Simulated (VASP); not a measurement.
# Bi2Te3 (R-3m) in VASP: single point with PBE

Aim: the single point of Bi2Te3 with PBE.

Everything below comes from runs of VASP 6.6.1. Logs are shortened: lines on timing, memory, paths and dates and some standing lists are left out, and cuts for length are marked.

**Experimental background.**

“Vacancy and Antisite-Induced Ferromagnetism in Liquid-Phase Exfoliated Bi2Te3”, 2024, arxiv:2412.10539 quotes, for a bulk crystal of Bi2Te3: band gap 0.17 eV.

The results are compared with them further down.

## Step 1: The cell of the first run

The structure is trigonal, space group R-3m (No. 166). Conventional cell: a = 4.469 Å, b = 4.469 Å, c = 29.570 Å, α = 90.00°, β = 90.00°, γ = 120.00°. Bi (site symmetry 3m) has 3 Te at 3.14 Å and 3 Bi at 3.42 Å within 4.1 Å. Within 4.6 Å of Te (site symmetry -3m) lie 12 Te at 3.27 to 4.47 Å and 6 Bi at 4.60 Å. Te (site symmetry 3m) has 3 Bi at 3.14 Å and 3 Te at 3.27 Å within 4.1 Å.

## Step 2: Single point, PBE

File INCAR:

```
PREC = Accurate
ENCUT = 520
EDIFF = 1E-6
ISMEAR = 0
SIGMA = 0.1
LREAL = F
LASPH = T
NELM = 60
ALGO = Normal
ISIF = 2
LWAVE = F
LCHARG = T
GGA = PE
LELF = T
LVHAR = T
NBANDS = 32
```

File KPOINTS:

```
Automatic mesh
0
Gamma
  9 9 9
```

File POSCAR:

```
Bi2Te3
1.0
    2.2344061433      1.2900349883      9.8566679406
   -2.2344061433      1.2900349883      9.8566679406
    0.0000000000     -2.5800699766      9.8566679406
Bi Te
2 3
Direct
    0.8096682007      0.8096682007      0.8096682007
    0.4003317419      0.4003317419      0.4003317419
    0.6050004730      0.6050004730      0.6050004730
    0.2035891232      0.2035891232      0.2035891232
    0.0064104612      0.0064104612      0.0064104612
```

Potentials or basis: VASP PAW PBE potentials, release 64 (Bi_d, Te).

Launch:

```bash
cat potpaw_PBE.64/Bi_d/POTCAR potpaw_PBE.64/Te/POTCAR > POTCAR
mpirun -np 1 vasp_std > vasp.out
```

OUTCAR:

```text
PREC = Accurate
   ENCUT = 520
   EDIFF = 1E-6
   ISMEAR = 0
   LREAL = F
   LASPH = T
   NELM = 60
   ISIF = 2
   GGA = PE

 ion  position               nearest neighbor table
   1  0.810  0.810  0.810-   4 3.14   4 3.14   4 3.14   2 3.42   2 3.42   2 3.42
   2  0.400  0.400  0.400-   5 3.14   5 3.14   5 3.14   1 3.42   1 3.42   1 3.42
   3  0.605  0.605  0.605-   5 3.27   5 3.27   5 3.27   4 3.27   4 3.27   4 3.27
   4  0.204  0.204  0.204-   1 3.14   1 3.14   1 3.14   3 3.27   3 3.27   3 3.27
   5  0.006  0.006  0.006-   2 3.14   2 3.14   2 3.14   3 3.27   3 3.27   3 3.27

  LATTYP: Found a trigonal (rhomboedric) cell.
 ALAT       =    10.1887518360
 COS(alpha) =     0.9038139123

  Lattice vectors:

 A1 = (   2.2344061433,   1.2900349883,   9.8566679406)
 A2 = (  -2.2344061433,   1.2900349883,   9.8566679406)
 A3 = (   0.0000000000,  -2.5800699766,   9.8566679406)

Analysis of symmetry for initial positions (statically):
=====================================================================
 Subroutine PRICEL returns:
 Original cell was already a primitive cell.

 Routine SETGRP: Setting up the symmetry group for a
 trigonal (rhombohedral) supercell.

 Subroutine GETGRP returns: Found 12 space group operations
 (whereof  6 operations were pure point group operations)
 out of a pool of 12 trial point group operations.

The static configuration has the point symmetry C_3v.
 The point group associated with its full space group is D_3d.

Analysis of symmetry for dynamics (positions and initial velocities):
=====================================================================
 Subroutine PRICEL returns:
 Original cell was already a primitive cell.

 Routine SETGRP: Setting up the symmetry group for a
 trigonal (rhombohedral) supercell.

 Subroutine GETGRP returns: Found 12 space group operations
 (whereof  6 operations were pure point group operations)
 out of a pool of 12 trial point group operations.

The dynamic configuration has the point symmetry C_3v.
 The point group associated with its full space group is D_3d.

 Subroutine INISYM returns: Found 12 space group operations
 (whereof  6 operations are pure point group operations),
 and found     1 'primitive' translations

----------------------------------------------------------------------------------------

                                     Primitive cell

  volume of cell :     170.4688

  direct lattice vectors                    reciprocal lattice vectors
     2.234406143  1.290034988  9.856667941     0.223773105  0.129195462  0.033818054
    -2.234406143  1.290034988  9.856667941    -0.223773105  0.129195462  0.033818054
     0.000000000 -2.580069977  9.856667941     0.000000000 -0.258390925  0.033818054

  length of vectors
    10.188751836 10.188751836 10.188751836     0.260594572  0.260594572  0.260594572

  position of ions in fractional coordinates (direct lattice)
     0.809668201  0.809668201  0.809668201
     0.400331742  0.400331742  0.400331742
     0.605000473  0.605000473  0.605000473
     0.203589123  0.203589123  0.203589123
     0.006410461  0.006410461  0.006410461

  ion indices of the primitive-cell ions
   primitive index   ion index
                 1           1
                 2           2
                 3           3
                 4           4
                 5           5

----------------------------------------------------------------------------------------

 KPOINTS: Automatic mesh

Automatic generation of k-mesh.
 Grid dimensions read from file:
 generate k-points for:    9    9    9

 Generating k-lattice:

  Cartesian coordinates                     Fractional coordinates (reciprocal lattice)
     0.024863678  0.014355051  0.003757562     0.111111111  0.000000000  0.000000000
    -0.024863678  0.014355051  0.003757562     0.000000000  0.111111111  0.000000000
     0.000000000 -0.028710103  0.003757562     0.000000000  0.000000000  0.111111111

  Length of vectors
     0.028954952  0.028954952  0.028954952

  Shift w.r.t. Gamma in fractional coordinates (k-lattice)
     0.000000000  0.000000000  0.000000000

 Subroutine IBZKPT returns following result:
 ===========================================

 Found     85 irreducible k-points:

 Following reciprocal coordinates:
            Coordinates               Weight
  0.000000  0.000000  0.000000      1.000000
  0.111111 -0.000000 -0.000000      6.000000
  0.222222  0.000000 -0.000000      6.000000
  0.333333  0.000000 -0.000000      6.000000
  0.444444  0.000000 -0.000000      6.000000
  0.111111  0.111111 -0.000000      6.000000
[... 16 lines left out ...]
 -0.333333  0.333333  0.000000      6.000000
  0.444444  0.444444 -0.000000      6.000000
 [... further k-points ...]
   k-points           NKPTS =     85   k-points in BZ     NKDIM =     85   number of bands    NBANDS=     32
   number of dos      NEDOS =    301   number of ions     NIONS =      5
   total plane-waves  NPLWV = 512000
   dimension x,y,z NGX =    80 NGY =   80 NGZ =   80
   dimension x,y,z NGXF=   160 NGYF=  160 NGZF=  160
   ions per type =               2   3
   NGX,Y,Z   is equivalent  to a cutoff of  13.05, 13.05, 13.05 a.u.
   NGXF,Y,Z  is equivalent  to a cutoff of  26.11, 26.11, 26.11 a.u.
 SYSTEM =  unknown system
   PREC   = accura    normal or accurate (medium, high low for compatibility)
   ISTART =      0    job   : 0-new  1-cont  2-samecut
   ICHARG =      2    charge: 1-file 2-atom 10-const
   ISPIN  =      1    spin polarized calculation?
   LNONCOLLINEAR =      F non collinear calculations
   LSORBIT =      F    spin-orbit coupling
   LASPH  =      T    aspherical Exc in radial PAW
   ENCUT  =  520.0 eV  38.22 Ry    6.18 a.u.  18.94 18.94 18.94*2*pi/ulx,y,z
   NELM   =     60;   NELMIN=  2; NELMDL= -5     # of ELM steps
   EDIFF  = 0.1E-05   stopping-criterion for ELM
   LREAL  =      F    real-space projection
[... 7 lines left out ...]
   TEBEG  =    0.0;   TEEND  =   0.0 temperature during run
   PSTRESS=    0.0 pullay stress
   NELECT =      48.0000    total number of electrons
   NUPDOWN=      -1.0000    fix difference up-down
   EMIN   =  10.00;   EMAX   =-10.00  energy-range for DOS
   EFERMI =   0.00;   METHOD = LEGACY
   ISMEAR =     0;   SIGMA  =   0.10  broadening in eV -4-tet -1-fermi 0-gaus
   EFERMI_NEDOS =   21; number of points for ismear=-14 and -15
   IALGO  =     38    algorithm
   IMIX   =      4    mixing-type and parameters
     AMIX     =   0.40;   BMIX     =  1.00
     AMIX_MAG =   1.60;   BMIX_MAG =  1.00
  volume/ion in A,a.u.               =      34.09       230.08
  Fermi-wavevector in a.u.,A,eV,Ry     =   1.073018  2.027710 15.665301  1.151367
  Thomas-Fermi vector in A             =   2.208805
   LORBIT       =      0    0 simple, 1 ext, 2 COOP (PROOUT), +10 PAW based schemes
   GGA     = PE    functional components
   LHFCALC =     F    Hartree Fock is set to
   AEXX    =    0.0000 exact exchange contribution
   IVDW    =     0    specifies the selected vdW correction
   LEPSILON=     F    determine dielectric tensor
   LRPA    =     F    only Hartree local field effects (RPA)
 non-spin polarized calculation
 Gauss-broadening in eV      SIGMA  =   0.10
  energy-cutoff  :      520.00
  volume of cell :      170.47
 maximum number of plane-waves:      4629
 NGX is ok and might be reduce to    80
   NGX = 37   NGY = 37   NGZ = 37

 number of electron      48.0000001 magnetization

 Free energy of the ion-electron system (eV)
  ---------------------------------------------------
  ext. energy  EPLUGINS =         0.00000000
  ---------------------------------------------------
  free energy    TOTEN  =       -17.15222674 eV

  energy without entropy =      -17.14526839  energy(sigma->0) =      -17.14874757

 E-fermi :   6.2689     XC(G=0):  -9.3459

 val. band max:        6.2419010108   @ k =  -0.2222   0.2222   0.0000
 cond. band min:       6.3212927964   @ k =  -0.1111   0.1111   0.0000
 fundamental gap:      0.0793917855
 Fermi energy:         6.2689262659

 k-point     1 :       0.0000    0.0000    0.0000
  band No.  band energies     occupation
      1     -16.7085      2.00000
      2     -16.7085      2.00000
      3     -16.6593      2.00000
      4     -16.6593      2.00000
      5     -16.6567      2.00000
      6     -16.6120      2.00000
[... 24 lines left out ...]
     31      10.7824      0.00000
     32      11.0917      0.00000

 k-point     2 :       0.1111   -0.0000   -0.0000
  band No.  band energies     occupation
      1     -16.7079      2.00000
      2     -16.7065      2.00000
      3     -16.6596      2.00000
      4     -16.6569      2.00000
      5     -16.6541      2.00000
      6     -16.6128      2.00000
[... 24 lines left out ...]
     31      10.4248      0.00000
     32      10.9539      0.00000

 k-point     3 :       0.2222    0.0000   -0.0000
  band No.  band energies     occupation
      1     -16.7065      2.00000
      2     -16.7005      2.00000
      3     -16.6610      2.00000
      4     -16.6506      2.00000
      5     -16.6462      2.00000
      6     -16.6165      2.00000
[... 24 lines left out ...]
     31       9.7945      0.00000
     32      11.3929      0.00000

 k-point     4 :       0.3333    0.0000   -0.0000
  band No.  band energies     occupation
      1     -16.7051      2.00000
      2     -16.6910      2.00000
      3     -16.6621      2.00000
      4     -16.6418      2.00000
      5     -16.6362      2.00000
      6     -16.6266      2.00000
[... 24 lines left out ...]
     31      10.2269      0.00000
     32      10.9801      0.00000

 k-point     5 :       0.4444    0.0000   -0.0000
  band No.  band energies     occupation
      1     -16.7043      2.00000
      2     -16.6817      2.00000
      3     -16.6610      2.00000
      4     -16.6424      2.00000
      5     -16.6331      2.00000
      6     -16.6237      2.00000
[... 584 lines left out ...]
     31      10.1527      0.00000
     32      11.8592      0.00000

 k-point    22 :      -0.4444    0.3333    0.0000
  band No.  band energies     occupation
      1     -16.7092      2.00000
      2     -16.6697      2.00000
      3     -16.6538      2.00000
      4     -16.6450      2.00000
      5     -16.6391      2.00000
      6     -16.6259      2.00000
[... 24 lines left out ...]
     31      10.6239      0.00000
     32      12.0104      0.00000

 k-point    23 :      -0.3333    0.3333    0.0000
  band No.  band energies     occupation
      1     -16.7105      2.00000
      2     -16.6568      2.00000
      3     -16.6568      2.00000
      4     -16.6484      2.00000
      5     -16.6343      2.00000
      6     -16.6342      2.00000
[... 24 lines left out ...]
     31      11.6670      0.00000
     32      11.8818      0.00000

 k-point    24 :       0.4444    0.4444   -0.0000
  band No.  band energies     occupation
      1     -16.7043      2.00000
      2     -16.6818      2.00000
      3     -16.6610      2.00000
      4     -16.6424      2.00000
      5     -16.6331      2.00000
      6     -16.6237      2.00000
[... 24 lines left out ...]
     31      10.8070      0.00000
     32      11.9082      0.00000

 [... further k-points ...]

------------------------ aborting loop because EDIFF is reached ----------------------------------------

  FORCE on cell =-STRESS in cart. coord.  units (eV):
  Direction    XX          YY          ZZ          XY          YZ          ZX
  --------------------------------------------------------------------------------------
  -------------------------------------------------------------------------------------
  Total       -0.0538253     -0.0538253     -0.0497732      0.0000000      0.0000000      0.0000000
  in kB       -0.5058851     -0.5058851     -0.4678011      0.0000000      0.0000000      0.0000000
  external PRESSURE =      -0.4931904 kB  Pullay stress =       0.0000000 kB

 VOLUME and BASIS-vectors are now :
 -----------------------------------------------------------------------------
  energy-cutoff  :      520.00
  volume of cell :      170.47
      direct lattice vectors                 reciprocal lattice vectors
     2.234406143  1.290034988  9.856667941     0.223773105  0.129195462  0.033818054
    -2.234406143  1.290034988  9.856667941    -0.223773105  0.129195462  0.033818054
     0.000000000 -2.580069977  9.856667941     0.000000000 -0.258390925  0.033818054

 POSITION                                       TOTAL-FORCE (eV/Angst)
 -----------------------------------------------------------------------------------
      0.00000      0.00000     23.94189         0.000000      0.000000     -0.000836
      0.00000      0.00000     11.83781         0.000000      0.000000      0.000836
      0.00000      0.00000     17.88987         0.000000     -0.000000      0.000000
      0.00000      0.00000      6.02013         0.000000      0.000000      0.007301
      0.00000      0.00000      0.18956         0.000000     -0.000000     -0.007301
 -----------------------------------------------------------------------------------
    total drift:                                0.000000      0.000000     -0.000384

  FREE ENERGIE OF THE ION-ELECTRON SYSTEM (eV)
  ---------------------------------------------------
  free  energy   TOTEN  =       -17.1522267416 eV

  energy  without entropy=      -17.1452683911  energy(sigma->0) =      -17.14874757
```

Run time: 20 min. Hardware: 1 thread of Intel Xeon 6975P-C (Granite Rapids), shared host; peak memory 1.1 GiB.

What came out:

| Property | Result |
| --- | --- |
| Free energy | -17.1522 eV |
| Pressure | 0.0 GPa |
| Largest force | 0.007 eV/Å |
| Band gap on the k mesh | zero (bands 24 and 25 overlap by 0.02 eV) |

Forces on the atoms (eV/Å):
```
Bi   0.000  0.000 -0.001
Bi   0.000  0.000  0.001
Te   0.000  0.000  0.000
Te   0.000  0.000  0.007
Te   0.000  0.000 -0.007
```

Levels at points of the mesh, in eV from the Fermi level:
| k point | band 20 | band 21 | band 22 | band 23 | band 24 | band 25 | band 26 | band 27 | band 28 | band 29 |
| --- | --- | --- | --- | --- | --- | --- | --- | --- | --- | --- |
| (0.00, 0.00, 0.00) | -2.03 | -2.00 | -0.57 | -0.57 | -0.53 | -0.04 | 0.13 | 0.13 | 2.07 | 2.07 |

Caveat: spin-orbit coupling is left out, which moves the levels of the heavy elements.

## Step 3: Against experiment

Step 2. Against the measured gap of Bi2Te3, 0.17 eV (quoted in “Vacancy and Antisite-Induced Ferromagnetism in Liquid-Phase Exfoliated Bi2Te3”, 2024, arxiv:2412.10539), the calculated 0.00 eV is off by -0.17 eV. Spin-orbit coupling on Bi, Te is left out. The value is that of PBE on a finite k mesh, which can miss the band edges, without temperature or zero-point motion. Semilocal functionals fall short of measured gaps as a rule.
